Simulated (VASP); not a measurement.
# P in VASP: further runs

P is run at these levels: PBE+D3(BJ); tasks: single point.

All numbers are computed with VASP 6.6.1; they aren't measurements. Logs are shortened: lines on timing, memory, paths and dates and some standing lists are left out, and cuts for length are marked.

### 1 The cell of the first run

The cell holds a slab with vacuum, 8 atoms: a = 3.296 Å, b = 4.439 Å, c = 21.746 Å, α = 90.00°, β = 90.00°, γ = 90.00°.

### 2 Single point, PBE+D3(BJ) (layers slid over each other)

INCAR reads:

```
ALGO = Normal
DIPOL = 0.5 0.5 0.373
EDIFF = 1E-7
ENCUT = 520
GGA = PE
IDIPOL = 3
ISIF = 2
ISMEAR = 0
IVDW = 12
LASPH = T
LCHARG = F
LDIPOL = T
LREAL = F
LWAVE = F
NBANDS = 30
NELM = 100
PREC = Accurate
SIGMA = 0.05
```

KPOINTS reads:

```
k-points
0
Gamma
  8 6 1
```

POSCAR reads:

```
P
1.0
    3.2961869271      0.0000000000      0.0000000000
    0.0000000000      4.4391555608      0.0000000000
    0.0000000000      0.0000000000     21.7461973993
P
8
Direct
    0.5000000000      0.9174951521      0.2069327302
    0.0000000000      0.5825048479      0.2069327302
    0.5000000000      0.0825048479      0.3045635326
    0.0000000000      0.4174951521      0.3045635326
    1.0000000000      0.5825048479      0.4406792840
    0.5000000000      0.2475145437      0.4406792840
    1.0000000000     -0.2524854563      0.5383100863
    0.5000000000      0.0825048479      0.5383100863
```

Potentials or basis: VASP PAW PBE potentials, release 64 (P).

Command:

```
> cat potpaw_PBE.64/P/POTCAR > POTCAR
> mpirun -np 1 vasp_std > vasp.out
```

OUTCAR:

```text
EDIFF = 1E-7
   ENCUT = 520
   GGA = PE
   ISIF = 2
   ISMEAR = 0
   IVDW = 12
   LASPH = T
   LREAL = F
   NELM = 100
   PREC = Accurate
 IVDW          = 12

 ion  position               nearest neighbor table
   1  0.500  0.917  0.207-   2 2.22   2 2.22   3 2.25
   2  0.000  0.583  0.207-   1 2.22   1 2.22   4 2.25
   3  0.500  0.083  0.305-   4 2.22   4 2.22   1 2.25
   4  0.000  0.417  0.305-   3 2.22   3 2.22   2 2.25
   5  0.000  0.583  0.441-   6 2.22   6 2.22   7 2.25
   6  0.500  0.248  0.441-   5 2.22   5 2.22   8 2.25
   7  0.000  0.748  0.538-   8 2.22   8 2.22   5 2.25
   8  0.500  0.083  0.538-   7 2.22   7 2.22   6 2.25

  LATTYP: Found a simple orthorhombic cell.
 ALAT       =     3.2961869271
 B/A-ratio  =     1.3467547985
 C/A-ratio  =     6.5973799060

  Lattice vectors:

 A1 = (   3.2961869271,   0.0000000000,   0.0000000000)
 A2 = (   0.0000000000,   4.4391555608,   0.0000000000)
 A3 = (   0.0000000000,   0.0000000000,  21.7461973993)

Analysis of symmetry for initial positions (statically):
=====================================================================
 Subroutine PRICEL returns:
 Original cell was already a primitive cell.

 Routine SETGRP: Setting up the symmetry group for a
 simple orthorhombic supercell.

 Subroutine GETGRP returns: Found  4 space group operations
 (whereof  2 operations were pure point group operations)
 out of a pool of  8 trial point group operations.

The static configuration has the point symmetry C_1h.
 The point group associated with its full space group is C_2h.

Analysis of symmetry for dynamics (positions and initial velocities):
=====================================================================
 Subroutine PRICEL returns:
 Original cell was already a primitive cell.

 Routine SETGRP: Setting up the symmetry group for a
 simple orthorhombic supercell.

 Subroutine GETGRP returns: Found  4 space group operations
 (whereof  2 operations were pure point group operations)
 out of a pool of  8 trial point group operations.

The dynamic configuration has the point symmetry C_1h.
 The point group associated with its full space group is C_2h.

 Subroutine INISYM returns: Found  4 space group operations
 (whereof  2 operations are pure point group operations),
 and found     1 'primitive' translations

----------------------------------------------------------------------------------------

                                     Primitive cell

  volume of cell :     318.1966

  direct lattice vectors                    reciprocal lattice vectors
     3.296186927  0.000000000  0.000000000     0.303380853  0.000000000  0.000000000
     0.000000000  4.439155561  0.000000000     0.000000000  0.225268069  0.000000000
     0.000000000  0.000000000 21.746197399     0.000000000  0.000000000  0.045985051

  length of vectors
     3.296186927  4.439155561 21.746197399     0.303380853  0.225268069  0.045985051

  position of ions in fractional coordinates (direct lattice)
     0.500000000  0.917495152  0.206932730
     0.000000000  0.582504848  0.206932730
     0.500000000  0.082504848  0.304563533
     0.000000000  0.417495152  0.304563533
     0.000000000  0.582504848  0.440679284
     0.500000000  0.247514544  0.440679284
     0.000000000  0.747514544  0.538310086
     0.500000000  0.082504848  0.538310086

  ion indices of the primitive-cell ions
   primitive index   ion index
                 1           1
                 2           2
                 3           3
                 4           4
                 5           5
                 6           6
                 7           7
                 8           8

----------------------------------------------------------------------------------------

 KPOINTS: k-points

Automatic generation of k-mesh.
 Grid dimensions read from file:
 generate k-points for:    8    6    1

 Generating k-lattice:

  Cartesian coordinates                     Fractional coordinates (reciprocal lattice)
     0.037922607  0.000000000  0.000000000     0.125000000  0.000000000  0.000000000
     0.000000000  0.037544678  0.000000000     0.000000000  0.166666667  0.000000000
     0.000000000  0.000000000  0.045985051     0.000000000  0.000000000  1.000000000

  Length of vectors
     0.037922607  0.037544678  0.045985051

  Shift w.r.t. Gamma in fractional coordinates (k-lattice)
     0.000000000  0.000000000  0.000000000

 Subroutine IBZKPT returns following result:
 ===========================================

 Found     20 irreducible k-points:

 Following reciprocal coordinates:
            Coordinates               Weight
  0.000000  0.000000  0.000000      1.000000
  0.125000  0.000000  0.000000      2.000000
  0.250000  0.000000  0.000000      2.000000
  0.375000  0.000000  0.000000      2.000000
  0.500000  0.000000  0.000000      1.000000
  0.000000  0.166667  0.000000      2.000000
[... 12 lines left out ...]
  0.375000  0.500000  0.000000      2.000000
  0.500000  0.500000  0.000000      1.000000
   k-points           NKPTS =     20   k-points in BZ     NKDIM =     20   number of bands    NBANDS=     30
   number of dos      NEDOS =    301   number of ions     NIONS =      8
   total plane-waves  NPLWV = 163296
   dimension x,y,z NGX =    28 NGY =   36 NGZ =  162
   dimension x,y,z NGXF=    56 NGYF=   72 NGZF=  324
   ions per type =               8
   NGX,Y,Z   is equivalent  to a cutoff of  14.12, 13.48, 12.38 a.u.
   NGXF,Y,Z  is equivalent  to a cutoff of  28.24, 26.96, 24.77 a.u.
 SYSTEM =  unknown system
   PREC   = accura    normal or accurate (medium, high low for compatibility)
   ISTART =      0    job   : 0-new  1-cont  2-samecut
   ICHARG =      2    charge: 1-file 2-atom 10-const
   ISPIN  =      1    spin polarized calculation?
   LNONCOLLINEAR =      F non collinear calculations
   LSORBIT =      F    spin-orbit coupling
   LASPH  =      T    aspherical Exc in radial PAW
   ENCUT  =  520.0 eV  38.22 Ry    6.18 a.u.   6.13  8.25 40.43*2*pi/ulx,y,z
   NELM   =    100;   NELMIN=  2; NELMDL= -5     # of ELM steps
   EDIFF  = 0.1E-06   stopping-criterion for ELM
   LREAL  =      F    real-space projection
   EDIFFG = 0.1E-05   stopping-criterion for IOM
   NSW    =      0    number of steps for IOM
   IBRION =     -1    ionic relax: 0-MD 1-quasi-New 2-CG
   NFREE  =      0    steps in history (QN), initial steepest desc. (CG)
   ISIF   =      2    stress and relaxation
   ISYM   =      2    0-nonsym 1-usesym 2-fastsym
   POTIM  = 0.5000    time-step for ionic-motion
   TEBEG  =    0.0;   TEEND  =   0.0 temperature during run
   PSTRESS=    0.0 pullay stress
   NELECT =      40.0000    total number of electrons
   NUPDOWN=      -1.0000    fix difference up-down
   EMIN   =  10.00;   EMAX   =-10.00  energy-range for DOS
   EFERMI =   0.00;   METHOD = LEGACY
   ISMEAR =     0;   SIGMA  =   0.05  broadening in eV -4-tet -1-fermi 0-gaus
   EFERMI_NEDOS =   21; number of points for ismear=-14 and -15
   IALGO  =     38    algorithm
   IMIX   =      4    mixing-type and parameters
     AMIX     =   0.40;   BMIX     =  1.00
     AMIX_MAG =   1.60;   BMIX_MAG =  1.00
  volume/ion in A,a.u.               =      39.77       268.41
  Fermi-wavevector in a.u.,A,eV,Ry     =   0.820093  1.549751  9.150628  0.672552
  Thomas-Fermi vector in A             =   1.931014
   LORBIT       =      0    0 simple, 1 ext, 2 COOP (PROOUT), +10 PAW based schemes
   GGA     = PE    functional components
   LHFCALC =     F    Hartree Fock is set to
   AEXX    =    0.0000 exact exchange contribution
   IVDW    =    12    specifies the selected vdW correction
   LEPSILON=     F    determine dielectric tensor
   LRPA    =     F    only Hartree local field effects (RPA)
 non-spin polarized calculation
 Gauss-broadening in eV      SIGMA  =   0.05
  energy-cutoff  :      520.00
  volume of cell :      318.20
 maximum number of plane-waves:      8606
 NGX is ok and might be reduce to    28
   NGX = 13   NGY = 17   NGZ = 81

 dipolmoment           0.000000      0.000000      0.000008 electrons x Angstroem

 number of electron      39.9999998 magnetization

 dipolmoment           0.000000      0.000000     -0.000000 electrons x Angstroem

 Free energy of the ion-electron system (eV)
  ---------------------------------------------------
  ext. energy  EPLUGINS =         0.00000000
  ---------------------------------------------------
  free energy    TOTEN  =       -42.65214638 eV

  energy without entropy =      -42.65214638  energy(sigma->0) =      -42.65214638

 E-fermi :   0.5513     XC(G=0):  -5.1815

 val. band max:        0.2966682272   @ k =   0.1250   0.0000   0.0000
 cond. band min:       0.9841550473   @ k =   0.0000   0.0000   0.0000
 fundamental gap:      0.6874868201
 Fermi energy:         0.5513369837

 k-point     1 :       0.0000    0.0000    0.0000
  band No.  band energies     occupation
      1     -15.0120      2.00000
      2     -14.7904      2.00000
      3     -12.5548      2.00000
      4     -12.0609      2.00000
      5      -8.7992      2.00000
      6      -8.7066      2.00000
[... 22 lines left out ...]
     29       4.6123      0.00000
     30       4.8686      0.00000

 k-point     2 :       0.1250    0.0000    0.0000
  band No.  band energies     occupation
      1     -14.8243      2.00000
      2     -14.6038      2.00000
      3     -12.3603      2.00000
      4     -11.8666      2.00000
      5      -8.9235      2.00000
      6      -8.8222      2.00000
[... 22 lines left out ...]
     29       4.8060      0.00000
     30       5.0526      0.00000

 k-point     3 :       0.2500    0.0000    0.0000
  band No.  band energies     occupation
      1     -14.2669      2.00000
      2     -14.0500      2.00000
      3     -11.7798      2.00000
      4     -11.2866      2.00000
      5      -9.5372      2.00000
      6      -9.4025      2.00000
[... 550 lines left out ...]
     29       5.5104      0.00000
     30       5.7512      0.00000

 k-point    20 :       0.5000    0.5000    0.0000
  band No.  band energies     occupation
      1     -11.7291      2.00000
      2     -11.7291      2.00000
      3     -11.5289      2.00000
      4     -11.5289      2.00000
      5      -9.7676      2.00000
      6      -9.7676      2.00000
[... 22 lines left out ...]
     29       5.6389      0.00000
     30       5.6389      0.00000

------------------------ aborting loop because EDIFF is reached ----------------------------------------

 vacuum level on the upper side and lower side of the slab       (xc-potential included)        -0.089        -0.090

 Edisp (eV)   -2.46787

 E8    (eV) :    -0.9664

  FORCE on cell =-STRESS in cart. coord.  units (eV):
  Direction    XX          YY          ZZ          XY          YZ          ZX
  --------------------------------------------------------------------------------------
  -------------------------------------------------------------------------------------
  Total      -1.14358    -1.01262     2.45652     0.00000     1.01102     0.00000
  in kB      -5.75813    -5.09875    12.36903     0.00000     5.09068     0.00000
  external pressure =        0.50 kB  Pullay stress =        0.00 kB

 VOLUME and BASIS-vectors are now :
 -----------------------------------------------------------------------------
  energy-cutoff  :      520.00
  volume of cell :      318.20
      direct lattice vectors                 reciprocal lattice vectors
     3.296186927  0.000000000  0.000000000     0.303380853  0.000000000  0.000000000
     0.000000000  4.439155561  0.000000000     0.000000000  0.225268069  0.000000000
     0.000000000  0.000000000 21.746197399     0.000000000  0.000000000  0.045985051

 POSITION                                       TOTAL-FORCE (eV/Angst)
 -----------------------------------------------------------------------------------
      1.64809      4.07290      4.50000         0.000000     -0.033742     -0.201778
      0.00000      2.58583      4.50000         0.000000      0.075841      0.009166
      1.64809      0.36625      6.62310         0.000000     -0.310856     -0.205468
      0.00000      1.85333      6.62310         0.000000     -0.133361     -0.172068
      0.00000      2.58583      9.58310         0.000000      0.310856      0.205468
      1.64809      1.09876      9.58310         0.000000      0.133361      0.172068
      0.00000      3.31833     11.70620         0.000000      0.033742      0.201778
      1.64809      0.36625     11.70620         0.000000     -0.075841     -0.009166
 -----------------------------------------------------------------------------------
    total drift:                               -0.000000     -0.000006      0.000017

  FREE ENERGIE OF THE ION-ELECTRON SYSTEM (eV)
  ---------------------------------------------------
  free  energy   TOTEN  =       -45.1200203525 eV

  energy  without entropy=      -45.1200203525  energy(sigma->0) =      -45.12002035

 vacuum level on the upper side and lower side of the slab         5.240         5.240
```

It took 2.6 min on 1 thread of Intel Xeon 6975P-C (Granite Rapids), shared host; peak memory 0.45 GiB.

Results:

```yaml
Free_energy: -45.1200 eV
Largest_force: 0.373 eV/Å
Band_gap_on_the_k_mesh: 0.69 eV (least direct gap 0.78 eV)
Dispersion_energy_per_atom: -0.308 eV
```

Forces on the atoms (eV/Å):
```
P    0.000 -0.034 -0.202
P    0.000  0.076  0.009
P    0.000 -0.311 -0.205
P    0.000 -0.133 -0.172
P    0.000  0.311  0.205
P    0.000  0.133  0.172
P    0.000  0.034  0.202
P    0.000 -0.076 -0.009
```

Caveat: the cell differs from its parent crystal (layers slid over each other).

### 3 Single point, PBE+D3(BJ) (layers slid over each other)

INCAR reads:

```
SYSTEM = P
  PREC = Accurate
  ENCUT = 520
  EDIFF = 1E-7
  ISMEAR = 0
  SIGMA = 0.05
  LREAL = .False.
  LASPH = .True.
  NELM = 80
  ALGO = Normal
  ISIF = 2
  LWAVE = .False.
  LCHARG = .False.
  LDIPOL = .True.
  IDIPOL = 3
  DIPOL = 0.5 0.5 0.385
  GGA = PE
  IVDW = 12
  NBANDS = 30
```

KPOINTS reads:

```
regular mesh
0
Gamma
  8 6 1
  0 0 0
```

POSCAR reads:

```
P
1.0
    3.2961869271      0.0000000000      0.0000000000
    0.0000000000      4.4391555608      0.0000000000
    0.0000000000      0.0000000000     21.7461973993
P
8
Direct
    0.5000000000      0.9174951521      0.2069327302
    0.0000000000      0.5825048479      0.2069327302
    0.5000000000      0.0825048479      0.3045635326
    0.0000000000      0.4174951521      0.3045635326
    1.0000000000      0.5825048479      0.4645915106
    0.5000000000      0.2475145437      0.4645915106
    1.0000000000     -0.2524854563      0.5622223129
    0.5000000000      0.0825048479      0.5622223129
```

Potentials or basis: VASP PAW PBE potentials, release 64 (P).

Command:

```
> cat potpaw_PBE.64/P/POTCAR > POTCAR
> mpirun -np 1 vasp_std > vasp.out
```

OUTCAR:

```text
SYSTEM = P
   PREC = Accurate
   ENCUT = 520
   EDIFF = 1E-7
   ISMEAR = 0
   LREAL = .False.
   LASPH = .True.
   NELM = 80
   ISIF = 2
   GGA = PE
   IVDW = 12
 IVDW          = 12

 ion  position               nearest neighbor table
   1  0.500  0.917  0.207-   2 2.22   2 2.22   3 2.25
   2  0.000  0.583  0.207-   1 2.22   1 2.22   4 2.25
   3  0.500  0.083  0.305-   4 2.22   4 2.22   1 2.25
   4  0.000  0.417  0.305-   3 2.22   3 2.22   2 2.25
   5  0.000  0.583  0.465-   6 2.22   6 2.22   7 2.25
[... 882 lines left out ...]
  Total      -0.79101    -0.78137    -0.46687     0.00000     0.27490     0.00000
  in kB      -3.98289    -3.93433    -2.35075     0.00000     1.38417     0.00000
  external pressure =       -3.42 kB  Pullay stress =        0.00 kB

 VOLUME and BASIS-vectors are now :
 -----------------------------------------------------------------------------
  energy-cutoff  :      520.00
  volume of cell :      318.20
      direct lattice vectors                 reciprocal lattice vectors
     3.296186927  0.000000000  0.000000000     0.303380853  0.000000000  0.000000000
     0.000000000  4.439155561  0.000000000     0.000000000  0.225268069  0.000000000
     0.000000000  0.000000000 21.746197399     0.000000000  0.000000000  0.045985051

 POSITION                                       TOTAL-FORCE (eV/Angst)
 -----------------------------------------------------------------------------------
      1.64809      4.07290      4.50000         0.000000     -0.022926     -0.037073
      0.00000      2.58583      4.50000         0.000000      0.048957      0.070938
      1.64809      0.36625      6.62310         0.000000     -0.071387     -0.008726
      0.00000      1.85333      6.62310         0.000000     -0.065543      0.052979
      0.00000      2.58583     10.10310         0.000000      0.071387      0.008726
      1.64809      1.09876     10.10310         0.000000      0.065543     -0.052979
      0.00000      3.31833     12.22620         0.000000      0.022926      0.037073
      1.64809      0.36625     12.22620         0.000000     -0.048957     -0.070938
 -----------------------------------------------------------------------------------
    total drift:                               -0.000000     -0.000006     -0.000008

  FREE ENERGIE OF THE ION-ELECTRON SYSTEM (eV)
  ---------------------------------------------------
  free  energy   TOTEN  =       -45.2076546407 eV

  energy  without entropy=      -45.2076546407  energy(sigma->0) =      -45.20765464

 vacuum level on the upper side and lower side of the slab         5.194         5.193
```

Wall time 2.5 min (1 thread of Intel Xeon 6975P-C (Granite Rapids), shared host); peak memory 0.44 GiB.

What came out:

```yaml
Free_energy: -45.2077 eV
Largest_force: 0.086 eV/Å
Band_gap_on_the_k_mesh: 0.43 eV (least direct gap 0.45 eV)
Dispersion_energy_per_atom: -0.292 eV
```

Forces on the atoms (eV/Å):
```
P    0.000 -0.023 -0.037
P    0.000  0.049  0.071
P    0.000 -0.071 -0.009
P    0.000 -0.066  0.053
P    0.000  0.071  0.009
P    0.000  0.066 -0.053
P    0.000  0.023  0.037
P    0.000 -0.049 -0.071
```

Levels at points of the mesh, in eV from the valence-band top:
```tsv
k point	band 17	band 18	band 19	band 20	band 21	band 22	band 23	band 24
(0.00, 0.00, 0.00)	-1.78	-1.65	-0.29	-0.02	0.43	1.37	1.43	1.60
(0.50, 0.00, 0.00)	-2.35	-2.35	-1.80	-1.80	1.10	1.10	1.34	1.34
(0.00, 0.50, 0.00)	-1.29	-1.11	-1.06	-0.83	1.83	1.98	2.15	2.20
(0.50, 0.50, 0.00)	-1.70	-1.70	-1.07	-1.07	1.94	1.94	2.78	2.78
```

Caveat: the cell differs from its parent crystal (layers slid over each other).
